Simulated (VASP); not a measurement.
# GaAs2 (P6_3/mmc) in VASP: notebook, part 2 of 2

VASP 6.6.1.

## Step 4: Relaxation of cell and atoms, PBE

Contents of INCAR:

```
SYSTEM = GaAs2
PREC = Accurate
ENCUT = 600
EDIFF = 1E-6
ISMEAR = 0
SIGMA = 0.1
LREAL = .FALSE.
LASPH = .TRUE.
NELM = 100
ALGO = Normal
ISIF = 3
LWAVE = .FALSE.
LCHARG = .FALSE.
GGA = PE
IBRION = 2
NSW = 90
EDIFFG = -0.04
```

Contents of KPOINTS:

```
Automatic mesh
0
G
  6 6 2
  0 0 0
```

Contents of POSCAR:

```
GaAs2
1.0
    3.2076536878      0.0000000000      0.0000000000
   -1.6038268439      2.7779095802      0.0000000000
    0.0000000000      0.0000000000     12.4764574849
Ga As
2 4
Direct
    0.3333333333      0.6666666667      0.2500000000
    0.6666666667      0.3333333333      0.7500000000
    0.3333333333      0.6666666667      0.6275000000
    0.6666666667      0.3333333333      0.1275000000
    0.3333333333      0.6666666667      0.8725000000
    0.6666666667      0.3333333333      0.3725000000
```

Potentials or basis: VASP PAW PBE potentials, release 64 (Ga_d, As).

Started as:

```bash
cat potpaw_PBE.64/Ga_d/POTCAR potpaw_PBE.64/As/POTCAR > POTCAR
mpirun -np 1 vasp_std > vasp.out
```

OUTCAR:

```text
SYSTEM = GaAs2
   PREC = Accurate
   ENCUT = 600
   EDIFF = 1E-6
   ISMEAR = 0
   LREAL = .FALSE.
   LASPH = .TRUE.
   NELM = 100
   ISIF = 3
   GGA = PE
   IBRION = 2
   NSW = 90
   EDIFFG = -0.04

 ion  position               nearest neighbor table
   1  0.333  0.667  0.250-   4 2.40   6 2.40   4 2.40   6 2.40   4 2.40   6 2.40
   2  0.667  0.333  0.750-   3 2.40   5 2.40   3 2.40   5 2.40   3 2.40   5 2.40
   3  0.333  0.667  0.627-   2 2.40   2 2.40   2 2.40
   4  0.667  0.333  0.127-   1 2.40   1 2.40   1 2.40
   5  0.333  0.667  0.873-   2 2.40   2 2.40   2 2.40
   6  0.667  0.333  0.373-   1 2.40   1 2.40   1 2.40

  LATTYP: Found a hexagonal cell.
 ALAT       =     3.2076536878
 C/A-ratio  =     3.8895899306

  Lattice vectors:

 A1 = (   3.2076536878,   0.0000000000,   0.0000000000)
 A2 = (  -1.6038268439,   2.7779095802,   0.0000000000)
 A3 = (   0.0000000000,   0.0000000000,  12.4764574849)

Analysis of symmetry for initial positions (statically):
=====================================================================
 Subroutine PRICEL returns:
 Original cell was already a primitive cell.

 Routine SETGRP: Setting up the symmetry group for a
 hexagonal supercell.

 Subroutine GETGRP returns: Found 24 space group operations
 (whereof 12 operations were pure point group operations)
 out of a pool of 24 trial point group operations.

The static configuration has the point symmetry D_3d.
 The point group associated with its full space group is D_6h.

Analysis of symmetry for dynamics (positions and initial velocities):
=====================================================================
 Subroutine PRICEL returns:
 Original cell was already a primitive cell.

 Routine SETGRP: Setting up the symmetry group for a
 hexagonal supercell.

 Subroutine GETGRP returns: Found 24 space group operations
 (whereof 12 operations were pure point group operations)
 out of a pool of 24 trial point group operations.

The dynamic configuration has the point symmetry D_3d.
 The point group associated with its full space group is D_6h.

 Subroutine INISYM returns: Found 24 space group operations
 (whereof 12 operations are pure point group operations),
 and found     1 'primitive' translations

----------------------------------------------------------------------------------------

                                     Primitive cell

  volume of cell :     111.1724

  direct lattice vectors                    reciprocal lattice vectors
     3.207653688  0.000000000  0.000000000     0.311754353  0.179991460  0.000000000
    -1.603826844  2.777909580  0.000000000     0.000000000  0.359982919  0.000000000
     0.000000000  0.000000000 12.476457485     0.000000000  0.000000000  0.080150956

  length of vectors
     3.207653688  3.207653688 12.476457485     0.359982919  0.359982919  0.080150956

  position of ions in fractional coordinates (direct lattice)
     0.333333333  0.666666667  0.250000000
     0.666666667  0.333333333  0.750000000
     0.333333333  0.666666667  0.627500000
     0.666666667  0.333333333  0.127500000
     0.333333333  0.666666667  0.872500000
     0.666666667  0.333333333  0.372500000

  ion indices of the primitive-cell ions
   primitive index   ion index
                 1           1
                 2           2
                 3           3
                 4           4
[... 51 lines left out ...]
   NGX,Y,Z   is equivalent  to a cutoff of  14.51, 14.51, 13.32 a.u.
   NGXF,Y,Z  is equivalent  to a cutoff of  29.02, 29.02, 26.65 a.u.
 SYSTEM =  GaAs2
   PREC   = accura    normal or accurate (medium, high low for compatibility)
   ISTART =      0    job   : 0-new  1-cont  2-samecut
   ICHARG =      2    charge: 1-file 2-atom 10-const
   ISPIN  =      1    spin polarized calculation?
   LNONCOLLINEAR =      F non collinear calculations
   LSORBIT =      F    spin-orbit coupling
   LASPH  =      T    aspherical Exc in radial PAW
   ENCUT  =  600.0 eV  44.10 Ry    6.64 a.u.   6.41  6.41 24.92*2*pi/ulx,y,z
   NELM   =    100;   NELMIN=  2; NELMDL= -5     # of ELM steps
   EDIFF  = 0.1E-05   stopping-criterion for ELM
   LREAL  =      F    real-space projection
   EDIFFG = -.4E-01   stopping-criterion for IOM
   NSW    =     90    number of steps for IOM
   IBRION =      2    ionic relax: 0-MD 1-quasi-New 2-CG
   NFREE  =      1    steps in history (QN), initial steepest desc. (CG)
   ISIF   =      3    stress and relaxation
   ISYM   =      2    0-nonsym 1-usesym 2-fastsym
   POTIM  = 0.5000    time-step for ionic-motion
   TEBEG  =    0.0;   TEEND  =   0.0 temperature during run
   PSTRESS=    0.0 pullay stress
   NELECT =      46.0000    total number of electrons
   NUPDOWN=      -1.0000    fix difference up-down
   EMIN   =  10.00;   EMAX   =-10.00  energy-range for DOS
   EFERMI =   0.00;   METHOD = LEGACY
   ISMEAR =     0;   SIGMA  =   0.10  broadening in eV -4-tet -1-fermi 0-gaus
   EFERMI_NEDOS =   21; number of points for ismear=-14 and -15
   IALGO  =     38    algorithm
   IMIX   =      4    mixing-type and parameters
     AMIX     =   0.40;   BMIX     =  1.00
     AMIX_MAG =   1.60;   BMIX_MAG =  1.00
  volume/ion in A,a.u.               =      18.53       125.04
  Fermi-wavevector in a.u.,A,eV,Ry     =   1.219912  2.305299 20.247988  1.488185
  Thomas-Fermi vector in A             =   2.355148
   LORBIT       =      0    0 simple, 1 ext, 2 COOP (PROOUT), +10 PAW based schemes
   GGA     = PE    functional components
   LHFCALC =     F    Hartree Fock is set to
   AEXX    =    0.0000 exact exchange contribution
   IVDW    =     0    specifies the selected vdW correction
   LEPSILON=     F    determine dielectric tensor
   LRPA    =     F    only Hartree local field effects (RPA)
 conjugate gradient relaxation of ions
 non-spin polarized calculation
 Gauss-broadening in eV      SIGMA  =   0.10
  energy-cutoff  :      600.00
  volume of cell :      111.17
 maximum number of plane-waves:      3738
 NGX is ok and might be reduce to    28
   NGX = 13   NGY = 13   NGZ = 49

--------------------------------------- Ionic step        1  -------------------------------------------

 number of electron      46.0000004 magnetization

 Free energy of the ion-electron system (eV)
  ---------------------------------------------------
  ext. energy  EPLUGINS =         0.00000000
  ---------------------------------------------------
  free energy    TOTEN  =       -20.54227644 eV

  energy without entropy =      -20.52701910  energy(sigma->0) =      -20.53464777

------------------------ aborting loop because EDIFF is reached ----------------------------------------

  FORCE on cell =-STRESS in cart. coord.  units (eV):
  Direction    XX          YY          ZZ          XY          YZ          ZX
  --------------------------------------------------------------------------------------
  -------------------------------------------------------------------------------------
  Total       16.4111377     16.4111377     15.4424907      0.0000000      0.0000000     -0.0000000
  in kB      236.5115756    236.5115756    222.5517737      0.0000000      0.0000000     -0.0000000
  external PRESSURE =     231.8583083 kB  Pullay stress =       0.0000000 kB
[... 101 lines left out ...]
  FREE ENERGIE OF THE ION-ELECTRON SYSTEM (eV)
  ---------------------------------------------------
  free  energy   TOTEN  =       -22.2034001119 eV

  energy  without entropy=      -22.1869558791  energy(sigma->0) =      -22.19517800

 E-fermi :   4.6910     XC(G=0):  -9.8871

 val. band max:        4.6526841592   @ k =   0.1667   0.1667   0.5000
 cond. band min:       4.7233990116   @ k =   0.1667  -0.0000   0.0000
 fundamental gap:      0.0707148524
 Fermi energy:         4.6909797410

 k-point     1 :       0.0000    0.0000    0.0000
  band No.  band energies     occupation
      1     -10.6388      2.00000
      2     -10.6388      2.00000
      3     -10.6387      2.00000
      4     -10.6387      2.00000
      5     -10.6059      2.00000
      6     -10.6050      2.00000
[... 409 lines left out ...]
     26       5.5335      0.00000
     27       9.0103      0.00000

[... ionic steps 4 to 30 ...]

--------------------------------------- Ionic step       31  -------------------------------------------

 number of electron      45.9999991 magnetization

------------------------ aborting loop because EDIFF is reached ----------------------------------------
[... 75 lines left out ...]
--------------------------------------- Ionic step       33  -------------------------------------------

 number of electron      45.9999991 magnetization

 Free energy of the ion-electron system (eV)
  ---------------------------------------------------
  ext. energy  EPLUGINS =         0.00000000
  ---------------------------------------------------
  free energy    TOTEN  =       -23.57747948 eV

  energy without entropy =      -23.56576028  energy(sigma->0) =      -23.57161988

 E-fermi :   4.9628     XC(G=0): -10.1623

 val. band max:        4.8712489839   @ k =   0.5000  -0.0000   0.0000
 cond. band min:       4.9710479269   @ k =   0.1667   0.1667   0.5000
 fundamental gap:      0.0997989429
 Fermi energy:         4.9628221248

 k-point     1 :       0.0000    0.0000    0.0000
  band No.  band energies     occupation
      1     -10.0376      2.00000
      2     -10.0376      2.00000
      3     -10.0375      2.00000
      4     -10.0375      2.00000
      5     -10.0286      2.00000
      6     -10.0281      2.00000
[... 442 lines left out ...]
  FREE ENERGIE OF THE ION-ELECTRON SYSTEM (eV)
  ---------------------------------------------------
  free  energy   TOTEN  =       -23.5774794834 eV

  energy  without entropy=      -23.5657602823  energy(sigma->0) =      -23.57161988

 reached required accuracy - stopping structural energy minimisation
```

It took 33 min on 1 thread of Intel Xeon 8259CL, shared host; peak memory 0.31 GiB.

What came out:

- Free energy: -23.5775 eV
- Relaxed volume: 21.11 Å³/atom
- Relaxed cell: a = 3.831 Å, b = 3.831 Å, c = 9.968 Å, α = 90.00°, β = 90.00°, γ = 120.00°
- Space group after relaxing (to 0.1 Å): P6_3/mmc (No. 194)
- Energy gained by relaxing: 505.9 meV/atom
- Ionic steps: 33
- Pressure after relaxing: 0.1 GPa
- Largest force after relaxing: 0.031 eV/Å
- Band gap on the k mesh: zero (bands 23 and 24 overlap by 1.92 eV)

Forces on the atoms (eV/Å):
```
Ga   0.000  0.000  0.000
Ga   0.000  0.000  0.000
As   0.000  0.000 -0.031
As   0.000  0.000 -0.031
As   0.000  0.000  0.031
As   0.000  0.000  0.031
```

Stress tensor (GPa, compression positive):
```
 0.30  0.00  0.00
 0.00  0.30  0.00
 0.00  0.00 -0.20
```

Step by step:
```csv
step,energy change (eV),largest force (eV/Å),pressure (GPa),volume (Å³)
1,0.0000,2.5137,23.19,111.17
2,-0.7099,0.9785,-8.24,160.13
3,-1.6611,0.2404,-0.18,134.66
4,-1.6621,0.2097,0.08,134.16
5,-1.6621,0.1786,0.35,133.67
6,-1.7417,0.0447,0.05,134.89
7,-1.7846,0.0361,-0.02,135.89
8,-2.0977,0.5639,-0.35,137.69
9,-2.7097,0.2658,-0.80,140.35
10,-1.6194,2.9733,5.08,141.47
11,-2.7801,0.0619,-0.71,140.96
12,-2.7905,0.2377,-0.29,141.26
13,-2.7920,0.1438,-0.41,141.18
14,-2.7907,0.0717,-0.50,141.11
15,-2.7979,0.3393,0.87,137.54
16,-2.7985,0.2774,0.49,138.34
17,-2.8046,0.2917,0.53,137.75
18,-2.8256,0.3354,0.69,136.00
19,-2.8725,0.4108,1.08,132.51
20,-2.9286,0.5523,3.06,125.56
21,-2.9333,0.5414,3.10,125.40
22,-2.9455,0.5078,3.05,124.92
23,-2.9588,0.4185,3.16,123.96
24,-2.9716,0.3849,2.78,124.40
25,-3.0019,0.2854,1.78,125.74
26,-3.0270,0.1074,-0.14,128.44
27,-3.0270,0.0999,-0.26,128.58
28,-3.0275,0.0972,-0.19,128.51
29,-3.0289,0.0899,-0.15,128.28
30,-3.0311,0.0760,-0.06,127.83
31,-3.0336,0.0507,0.15,126.93
32,-3.0338,0.0429,0.24,126.58
33,-3.0352,0.0308,0.13,126.69
```

Final structure:
```cif
data_structure
_symmetry_space_group_name_H-M 'P 1'
_symmetry_Int_Tables_number 1
_cell_length_a 3.8308
_cell_length_b 3.8308
_cell_length_c 9.9685
_cell_angle_alpha 90.000
_cell_angle_beta 90.000
_cell_angle_gamma 120.000
_cell_volume 126.69
loop_
_atom_site_label
_atom_site_type_symbol
_atom_site_fract_x
_atom_site_fract_y
_atom_site_fract_z
_atom_site_occupancy
Ga1 Ga 0.33333 0.66667 0.25000 1
Ga2 Ga 0.66667 0.33333 0.75000 1
As1 As 0.33333 0.66667 0.60310 1
As2 As 0.66667 0.33333 0.10310 1
As3 As 0.33333 0.66667 0.89690 1
As4 As 0.66667 0.33333 0.39690 1
```

Levels at points of the mesh, in eV from the Fermi level:
| k point | band 19 | band 20 | band 21 | band 22 | band 23 | band 24 | band 25 | band 26 | band 27 |
| --- | --- | --- | --- | --- | --- | --- | --- | --- | --- |
| (0.00, 0.00, 0.00) | -0.56 | -0.12 | -0.12 | 0.12 | 0.12 | 0.62 | 1.11 | 1.73 | 1.73 |
| (0.50, 0.00, 0.00) | -2.89 | -2.87 | -2.35 | -1.60 | -1.23 | -0.09 | 1.48 | 1.53 | 1.62 |
| (0.00, 0.00, 0.50) | -0.90 | -0.90 | -0.19 | -0.19 | 1.14 | 1.14 | 1.14 | 1.14 | 2.39 |
| (0.50, 0.00, 0.50) | -2.52 | -2.52 | -1.81 | -1.81 | 0.26 | 0.26 | 0.76 | 0.76 | 1.03 |

Caveat: the k points lie up to 0.32 Å⁻¹ apart in the final cell, too coarse for converged energies and pressures of a metal; a cell axis changed by over 15 % at a fixed basis, so the end point is rough.

## Step 5: Single point, PBE

This run uses another cell than the first one, of 21.83 Å³/atom.

Contents of INCAR:

```
  PREC = Accurate
  ENCUT = 520
  EDIFF = 1E-6
  ISMEAR = 0
  SIGMA = 0.1
  LREAL = F
  LASPH = T
  NELM = 80
  ALGO = Normal
  ISIF = 2
  LWAVE = F
  LCHARG = F
  GGA = PE
  NBANDS = 32
```

Contents of KPOINTS:

```
Automatic mesh
0
Gamma
  12 12 4
```

Contents of POSCAR:

```
GaAs2
1.0
    3.6459650191      0.0000000000      0.0000000000
   -1.8229825096      3.1574983279      0.0000000000
    0.0000000000      0.0000000000     11.3788090718
Ga As
2 4
Direct
    0.3333333333      0.6666666667      0.2500000000
    0.6666666667      0.3333333333      0.7500000000
    0.3333333333      0.6666666667      0.5670585853
    0.6666666667      0.3333333333      0.0670585853
    0.3333333333      0.6666666667      0.9329414147
    0.6666666667      0.3333333333      0.4329414147
```

Started as:

```bash
cat potpaw_PBE.64/Ga_d/POTCAR potpaw_PBE.64/As/POTCAR > POTCAR
mpirun -np 1 vasp_std > vasp.out
```

Wall time 4.8 min (1 thread of Intel Xeon 8259CL, shared host); peak memory 0.37 GiB.

The run converged. Its results:

```yaml
Free_energy: -23.6657 eV
Pressure: 0.1 GPa
Largest_force: 0.026 eV/Å
Band_gap_on_the_k_mesh: zero (bands 23 and 24 overlap by 3.44 eV)
```

Forces on the atoms (eV/Å):
```
Ga   0.000  0.000  0.000
Ga   0.000  0.000  0.000
As   0.000  0.000  0.026
As   0.000  0.000  0.026
As   0.000  0.000 -0.026
As   0.000  0.000 -0.026
```

Levels at points of the mesh, in eV from the Fermi level:
```tsv
k point	band 19	band 20	band 21	band 22	band 23	band 24	band 25	band 26	band 27	band 28
(0.00, 0.00, 0.00)	-1.08	-0.93	-0.93	0.11	1.47	1.77	1.77	2.06	2.06	2.48
(0.50, 0.00, 0.00)	-3.36	-2.94	-2.70	-2.63	-1.16	0.19	0.74	0.85	2.17	2.40
(0.00, 0.00, 0.50)	-1.01	-1.01	-1.01	-1.01	1.92	1.92	1.92	1.92	2.12	2.12
(0.50, 0.00, 0.50)	-2.88	-2.88	-2.83	-2.83	-0.62	-0.62	1.02	1.02	1.44	1.44
```

## Step 6: Relaxation of cell and atoms, PBE

This run uses another cell than the first one, of 21.39 Å³/atom.

Contents of INCAR:

```
SYSTEM = GaAs2
ALGO = Normal
EDIFF = 1E-7
EDIFFG = -0.01
ENCUT = 600
GGA = PE
IBRION = 2
ISIF = 3
ISMEAR = 0
LASPH = .True.
LCHARG = .False.
LREAL = .False.
LWAVE = .False.
NELM = 80
NSW = 100
PREC = Accurate
SIGMA = 0.1
```

Contents of KPOINTS:

```
k-points
0
Gamma
  12 12 4
  0 0 0
```

Contents of POSCAR:

```
GaAs2
1.0
    3.6969062340      0.0000000000      0.0000000000
   -1.8484531170      3.2016147140      0.0000000000
    0.0000000000      0.0000000000     10.8433545405
Ga As
2 4
Direct
    0.3333333333      0.6666666667      0.2500000000
    0.6666666667      0.3333333333      0.7500000000
    0.3333333333      0.6666666667      0.5709285201
    0.6666666667      0.3333333333      0.0709285201
    0.3333333333      0.6666666667      0.9290714799
    0.6666666667      0.3333333333      0.4290714799
```

Potentials or basis: VASP PAW PBE potentials, release 64 (Ga_d, As).

Started as:

```bash
cat potpaw_PBE.64/Ga_d/POTCAR potpaw_PBE.64/As/POTCAR > POTCAR
mpirun -np 1 vasp_std > vasp.out
```

It took 36 min on 1 thread of Intel Xeon 8259CL, shared host; peak memory 0.43 GiB.

Results (log left out):

```
Free energy                           : -23.6654 eV
Relaxed volume                        : 21.87 Å³/atom
Relaxed cell                          : a = 3.648 Å, b = 3.648 Å, c = 11.385 Å, α = 90.00°, β = 90.00°, γ = 120.00°
Space group after relaxing (to 0.1 Å) : P6_3/mmc (No. 194)
Energy gained by relaxing             : 5.4 meV/atom
Ionic steps                           : 11
Pressure after relaxing               : 0.0 GPa
Largest force after relaxing          : 0.004 eV/Å
Band gap on the k mesh                : zero (bands 23 and 24 overlap by 3.43 eV)
```

Forces in eV/Å, atoms in the order of the input:
```
Ga   0.000  0.000  0.000
Ga   0.000  0.000  0.000
As   0.000  0.000  0.004
As   0.000  0.000  0.004
As   0.000  0.000 -0.004
As   0.000  0.000 -0.004
```

The path:
```tsv
step	energy change (eV)	largest force (eV/Å)	pressure (GPa)	volume (Å³)
1	0.0000	0.0559	0.57	128.34
2	-0.0076	0.0930	-0.28	129.76
3	-0.0077	0.1092	-0.37	129.91
4	-0.0141	0.1176	-0.25	129.65
5	-0.0238	0.1395	0.21	128.81
6	-0.0294	0.0390	0.42	129.37
7	-0.0302	0.0170	0.51	129.66
8	-0.0308	0.0482	-0.45	132.37
9	-0.0323	0.0178	-0.01	131.12
10	-0.0324	0.0107	0.03	131.22
11	-0.0325	0.0044	0.02	131.20
```

Final structure:
```xyz
6
Lattice="3.6477 0.0000 0.0000 -1.8239 3.1590 0.0000 0.0000 0.0000 11.3854" Properties=species:S:1:pos:R:3 pbc="T T T"
Ga    0.0000    2.1060    2.8463
Ga    1.8239    1.0530    8.5390
As    0.0000    2.1060    6.4570
As    1.8239    1.0530    0.7644
As    0.0000    2.1060   10.6210
As    1.8239    1.0530    4.9283
```

Levels at points of the mesh, in eV from the Fermi level:
```tsv
k point	band 20	band 21	band 22	band 23	band 24	band 25	band 26	band 27
(0.00, 0.00, 0.00)	-0.92	-0.92	0.11	1.46	1.77	1.77	2.06	2.06
(0.50, 0.00, 0.00)	-2.92	-2.69	-2.63	-1.16	0.18	0.75	0.84	2.17
(0.00, 0.00, 0.50)	-1.00	-1.00	-1.00	1.92	1.92	1.92	1.92	2.12
(0.50, 0.00, 0.50)	-2.88	-2.81	-2.81	-0.62	-0.62	1.03	1.03	1.43
```

## Step 7: The runs side by side

```csv
task,cell,k mesh,cutoff (eV),gap on the mesh (eV),pressure (GPa),relaxed volume (Å³/atom),largest force (eV/Å)
single point,"a = 3.208, b = 3.208, c = 12.476 Å, angles 90.0, 90.0, 120.0°, 6 atoms, atomic positions A",6 × 6 × 2,520,none,23.2,-,2.51
single point,"a = 3.697, b = 3.697, c = 10.843 Å, angles 90.0, 90.0, 120.0°, 6 atoms, atomic positions B",6 × 6 × 2,520,none,0.4,-,0.01
relaxation of cell and atoms,"relaxed from a = 3.208, b = 3.208, c = 12.476 Å, angles 90.0, 90.0, 120.0°, 6 atoms, atomic positions A",6 × 6 × 2,600,none,0.1,21.11,0.03
single point,"a = 3.646, b = 3.646, c = 11.379 Å, angles 90.0, 90.0, 120.0°, 6 atoms, atomic positions C",12 × 12 × 4,520,none,0.1,-,0.03
relaxation of cell and atoms,"relaxed from a = 3.697, b = 3.697, c = 10.843 Å, angles 90.0, 90.0, 120.0°, 6 atoms, atomic positions B",12 × 12 × 4,600,none,0.0,21.87,-
```

Alike in all rows: level PBE; potentials or basis VASP PAW PBE potentials, release 64 (Ga_d, As); no spin polarisation; smearing gaussian 0.1 eV.

Caveats: some runs use coarse meshes; this functional lacks dispersion, which binds layers or chains, so the pressure and a relaxed spacing across them are unreliable (at least some runs); forces of over 1 eV/Å act on the atoms, so gaps and moduli don't describe the material at rest (at least some runs); a cell axis changed by over 15 % at a fixed basis, so the end point is rough (at least some runs).

Total energies depend on the potentials used, so only differences within one code and one set of settings carry meaning.

The gap in the log of VASP goes by the Fermi energy; the results here count the filled bands.